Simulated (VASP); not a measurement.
# CdS (kx) (F-43m) in VASP: vibrations by perturbation theory with LDA

Aim: the vibrations by perturbation theory of CdS (kx) with LDA.

Program: VASP 6.6.1. These are calculated values, not measurements. Logs are shortened: lines on timing, memory, paths and dates and some standing lists are left out, and cuts for length are marked.

## (1) The cell of the first run

The structure is cubic, space group F-43m (No. 216). Conventional cell: a = 5.886 Å, b = 5.886 Å, c = 5.886 Å, α = 90.00°, β = 90.00°, γ = 90.00°. Within 3.4 Å of Cd (site symmetry -43m) lie 4 S at 2.55 Å. S (site symmetry -43m) has 4 Cd at 2.55 Å within 3.4 Å.

## (2) Vibrations by perturbation theory, LDA

Contents of INCAR:

```
SYSTEM = CdS
ALGO = Normal ; EDIFF = 1E-8
ENCUT = 500 ; GGA_COMPAT = .FALSE.
IBRION = 8 ; ISIF = 2
ISMEAR = 0 ; LASPH = .TRUE.
LCHARG = .FALSE. ; LEPSILON = .TRUE.
LREAL = .FALSE. ; LWAVE = .FALSE.
NBANDS = 16 ; NELM = 120
NSW = 1 ; PREC = Accurate
SIGMA = 0.01
```

Contents of KPOINTS:

```
k-points
0
G
  8 8 8
  0 0 0
```

Contents of POSCAR:

```
CdS
1.0
    0.0000000000      2.9429534600      2.9429534600
    2.9429534600      0.0000000000      2.9429534600
    2.9429534600      2.9429534600      0.0000000000
Cd S
1 1
Direct
    0.0000000000      0.0000000000      0.0000000000
    0.7500000000      0.7500000000      0.7500000000
```

Potentials or basis: VASP PAW LDA potentials, release 64 (Cd, S).

Command:

```bash
cat potpaw_LDA.64/Cd/POTCAR potpaw_LDA.64/S/POTCAR > POTCAR
mpirun -np 1 vasp_std > vasp.out
```

OUTCAR:

```text
SYSTEM = CdS
   EDIFF = 1E-8
   ENCUT = 500
   IBRION = 8
   ISIF = 2
   ISMEAR = 0
   LASPH = .TRUE.
   LEPSILON = .TRUE.
   LREAL = .FALSE.
   NELM = 120
   NSW = 1
   PREC = Accurate

 ion  position               nearest neighbor table
   1  0.000  0.000  0.000-   2 2.55   2 2.55   2 2.55   2 2.55
   2  0.750  0.750  0.750-   1 2.55   1 2.55   1 2.55   1 2.55

  LATTYP: Found a face centered cubic cell.
 ALAT       =     5.8859069200

  Lattice vectors:

 A1 = (   0.0000000000,   2.9429534600,   2.9429534600)
 A2 = (   2.9429534600,   0.0000000000,   2.9429534600)
 A3 = (   2.9429534600,   2.9429534600,   0.0000000000)

Analysis of symmetry for initial positions (statically):
=====================================================================
 Subroutine PRICEL returns:
 Original cell was already a primitive cell.

 Routine SETGRP: Setting up the symmetry group for a
 face centered cubic supercell.

 Subroutine GETGRP returns: Found 24 space group operations
 (whereof 24 operations were pure point group operations)
 out of a pool of 48 trial point group operations.

The static configuration has the point symmetry T_d .

Analysis of symmetry for dynamics (positions and initial velocities):
=====================================================================
 Subroutine PRICEL returns:
 Original cell was already a primitive cell.

 Routine SETGRP: Setting up the symmetry group for a
 face centered cubic supercell.

 Subroutine GETGRP returns: Found 24 space group operations
 (whereof 24 operations were pure point group operations)
 out of a pool of 48 trial point group operations.

The dynamic configuration has the point symmetry T_d .

 Subroutine INISYM returns: Found 24 space group operations
 (whereof 24 operations are pure point group operations),
 and found     1 'primitive' translations

----------------------------------------------------------------------------------------

                                     Primitive cell

  volume of cell :      50.9777

  direct lattice vectors                    reciprocal lattice vectors
     0.000000000  2.942953460  2.942953460    -0.169897352  0.169897352  0.169897352
     2.942953460  0.000000000  2.942953460     0.169897352 -0.169897352  0.169897352
     2.942953460  2.942953460  0.000000000     0.169897352  0.169897352 -0.169897352

  length of vectors
     4.161964697  4.161964697  4.161964697     0.294270846  0.294270846  0.294270846

  position of ions in fractional coordinates (direct lattice)
     0.000000000  0.000000000  0.000000000
     0.750000000  0.750000000  0.750000000

  ion indices of the primitive-cell ions
   primitive index   ion index
                 1           1
                 2           2

----------------------------------------------------------------------------------------

 KPOINTS: k-points

Automatic generation of k-mesh.
 Grid dimensions read from file:
 generate k-points for:    8    8    8

 Generating k-lattice:

  Cartesian coordinates                     Fractional coordinates (reciprocal lattice)
    -0.021237169  0.021237169  0.021237169     0.125000000  0.000000000  0.000000000
     0.021237169 -0.021237169  0.021237169     0.000000000  0.125000000  0.000000000
     0.021237169  0.021237169 -0.021237169     0.000000000  0.000000000  0.125000000

  Length of vectors
     0.036783856  0.036783856  0.036783856

  Shift w.r.t. Gamma in fractional coordinates (k-lattice)
     0.000000000  0.000000000  0.000000000

 Subroutine IBZKPT returns following result:
 ===========================================

 Found     29 irreducible k-points:

 Following reciprocal coordinates:
[... 561 lines left out ...]
  energy-cutoff  :      500.00
  volume of cell :       50.98
      direct lattice vectors                 reciprocal lattice vectors
     0.000000000  2.942953460  2.942953460    -0.169897352  0.169897352  0.169897352
     2.942953460  0.000000000  2.942953460     0.169897352 -0.169897352  0.169897352
     2.942953460  2.942953460  0.000000000     0.169897352  0.169897352 -0.169897352

 POSITION                                       TOTAL-FORCE (eV/Angst)
 -----------------------------------------------------------------------------------
      0.00000      0.00000      0.00000         0.000000      0.000000      0.000000
      4.41443      4.41443      4.41443        -0.000000     -0.000000     -0.000000
 -----------------------------------------------------------------------------------
    total drift:                               -0.000000     -0.000000      0.000000

  FREE ENERGIE OF THE ION-ELECTRON SYSTEM (eV)
  ---------------------------------------------------
  free  energy   TOTEN  =        -7.3744889771 eV

  energy  without entropy=       -7.3744889771  energy(sigma->0) =       -7.37448898

 HEAD OF MICROSCOPIC STATIC DIELECTRIC TENSOR (INDEPENDENT PARTICLE, excluding Hartree and local field effects)
 ------------------------------------------------------
           8.250062     0.000000    -0.000000
          -0.000000     8.250062     0.000000
           0.000000     0.000000     8.250062
 ------------------------------------------------------

 Free energy of the ion-electron system (eV)
  ---------------------------------------------------
  ---------------------------------------------------
  free energy    TOTEN  =        -1.00359468 eV

  energy without entropy =       -1.00359468

------------------------ aborting loop because EDIFF is reached ----------------------------------------

--------------------------------------- Ionic step        2  -------------------------------------------

------------------------ aborting loop because EDIFF is reached ----------------------------------------

--------------------------------------- Ionic step        3  -------------------------------------------

------------------------ aborting loop because EDIFF is reached ----------------------------------------

 PIEZOELECTRIC TENSOR FIELD DIRECTION 3  (e Angst)
 -----------------------------------------------------------------------------
    -0.00126  2.12004  0.00000           ( -0.00000 -0.03034  0.00000)
     2.12004 -0.00126  0.00000           ( -0.03034 -0.00000  0.00000)
     0.00000  0.00000  0.00047           (  0.00000  0.00000 -0.00000)

 PIEZOELECTRIC TENSOR FIELD DIRECTION 3  (C/m^2)
 -----------------------------------------------------------------------------
    -0.00040  0.66631  0.00000
     0.66631 -0.00040  0.00000
     0.00000  0.00000  0.00015

--------------------------------------- Ionic step        4  -------------------------------------------

------------------------ aborting loop because EDIFF is reached ----------------------------------------

[... ionic steps 5 to 6 ...]

--------------------------------------- Ionic step        7  -------------------------------------------

 Free energy of the ion-electron system (eV)
  ---------------------------------------------------
  ---------------------------------------------------
  free energy    TOTEN  =        -0.10590234 eV

  energy without entropy =       -0.10590234

------------------------ aborting loop because EDIFF is reached ----------------------------------------

 INTERNAL STRAIN TENSOR  FOR ION    2  DIRECTION 1   (eV/Angst):
 -----------------------------------------------------------------------------
    -0.00353  0.00000  0.00000
     0.00000  0.00503  4.88843
     0.00000  4.88843  0.00503

 MACROSCOPIC STATIC DIELECTRIC TENSOR (including local field effects in DFT)
 ------------------------------------------------------
           7.814262     0.000000    -0.000000
          -0.000000     7.814262     0.000000
           0.000000     0.000000     7.814262
 ------------------------------------------------------

 PIEZOELECTRIC TENSOR (including local field effects)  for field in x, y, z        (e  Angst)
          XX          YY          ZZ          XY          YZ          ZX
  --------------------------------------------------------------------------------
  x     0.00000     0.00000     0.00000     0.00000     2.13448     0.00000
  y     0.00000     0.00000     0.00000     0.00000    -0.00000     2.13448
  z     0.00000     0.00000     0.00000     2.13448     0.00000     0.00000

 PIEZOELECTRIC TENSOR (including local field effects)  for field in x, y, z        (C/m^2)
          XX          YY          ZZ          XY          YZ          ZX
  --------------------------------------------------------------------------------
  x     0.00000     0.00000     0.00000     0.00000     0.67085     0.00000
  y     0.00000     0.00000     0.00000     0.00000    -0.00000     0.67085
  z     0.00000     0.00000     0.00000     0.67085     0.00000     0.00000

 BORN EFFECTIVE CHARGES (including local field effects) (in |e|, cummulative output)
 ---------------------------------------------------------------------------------
 ion    1
    1     2.25705     0.00000     0.00000
    2     0.00000     2.25705     0.00000
    3     0.00000     0.00000     2.25705
 ion    2
    1    -2.25705     0.00000     0.00000
    2     0.00000    -2.25705     0.00000
    3     0.00000     0.00000    -2.25705

 INTERNAL STRAIN TENSOR FOR ION    2 for displacements in x,y,z  (eV/Angst):
          X           Y           Z          XY          YZ          ZX
  --------------------------------------------------------------------------------
  x     0.00000    -0.00000    -0.00000     0.00000     4.88843     0.00000
  y     0.00000     0.00000     0.00000     0.00000     0.00000     4.88843
  z    -0.00000    -0.00000     0.00000     4.88843     0.00000     0.00000

 SECOND DERIVATIVES (NOT SYMMETRIZED)
 ------------------------------------
               1X          1Y          1Z          2X          2Y          2Z
  1X    -4.374904    0.000000    0.000000    4.374904    0.000000    0.000000
  1Y     0.000000   -4.374904    0.000000    0.000000    4.374904    0.000000
  1Z     0.000000    0.000000   -4.374904    0.000000    0.000000    4.374904
  2X     4.422520    0.000000    0.000000   -4.422520    0.000000    0.000000
  2Y     0.000000    4.422520    0.000000    0.000000   -4.422520    0.000000
  2Z     0.000000    0.000000    4.422520    0.000000    0.000000   -4.422520

 Eigenvectors and eigenvalues of the dynamical matrix
 ----------------------------------------------------

   1 f  =    6.574152 THz    41.306618 2PiTHz  219.290120 cm-1    27.188498 meV
             X         Y         Z           dx          dy          dz
      0.000000  0.000000  0.000000    -0.469132    0.000000    0.000000
      4.414430  4.414430  4.414430     0.883128    0.000000    0.000000
[... 21 lines left out ...]
   6 f/i=    0.014742 THz     0.092628 2PiTHz    0.491749 cm-1     0.060969 meV
             X         Y         Z           dx          dy          dz
      0.000000  0.000000  0.000000     0.000000    0.000000    0.883128
      4.414430  4.414430  4.414430     0.000000    0.000000    0.469132

--------------------------------------------------------------------------------------------------------

 MACROSCOPIC STATIC DIELECTRIC TENSOR IONIC CONTRIBUTION
 ------------------------------------------------------
           4.110898     0.000000     0.000000
           0.000000     4.110898     0.000000
           0.000000     0.000000     4.110898
 ------------------------------------------------------

 ELASTIC MODULI CONTR FROM IONIC RELAXATION (kBar)
 Direction    XX          YY          ZZ          XY          YZ          ZX
 --------------------------------------------------------------------------------
 XX          -0.0000     -0.0000     -0.0000      0.0000     -0.0000     -0.0000
 YY          -0.0000     -0.0000     -0.0000      0.0000      0.0000     -0.0000
 ZZ          -0.0000     -0.0000     -0.0000     -0.0000      0.0000     -0.0000
 XY           0.0000      0.0000     -0.0000   -174.4839     -0.0000     -0.0000
 YZ          -0.0000      0.0000      0.0000     -0.0000   -174.4839     -0.0000
 ZX          -0.0000     -0.0000     -0.0000     -0.0000     -0.0000   -174.4839
 --------------------------------------------------------------------------------

 PIEZOELECTRIC TENSOR IONIC CONTR  for field in x, y, z        (C/m^2)
          XX          YY          ZZ          XY          YZ          ZX
  --------------------------------------------------------------------------------
  x    -0.00000     0.00000     0.00000    -0.00000    -0.79693    -0.00000
  y    -0.00000    -0.00000    -0.00000    -0.00000    -0.00000    -0.79693
  z     0.00000     0.00000    -0.00000    -0.79693    -0.00000    -0.00000
```

Wall time 5.3 min (1 thread of AMD EPYC 9R14 (Zen 4), shared host); peak memory 0.28 GiB.

Results:

```
Electronic dielectric tensor (diagonal)                 : 7.81
Born charges (mean of the diagonal)                     : Cd +2.26; S -2.26 e
Highest phonon frequency at Γ, LO-TO splitting left out : 219 cm⁻¹
```

Phonon frequencies in cm⁻¹ (negative: imaginary):
| q point | frequencies |
| --- | --- |
| (0.000, 0.000, 0.000) | 0 0 0 219 219 219 |

Electronic dielectric tensor:
```
7.81 0.00 0.00
0.00 7.81 0.00
0.00 0.00 7.81
```

Born effective charge tensors (e):
atom 1, Cd
```
2.26 0.00 0.00
0.00 2.26 0.00
0.00 0.00 2.26
```
atom 2, S
```
-2.26  0.00  0.00
 0.00 -2.26  0.00
 0.00  0.00 -2.26
```

Caveat: the cell wasn't relaxed at this level first, which shifts response properties.
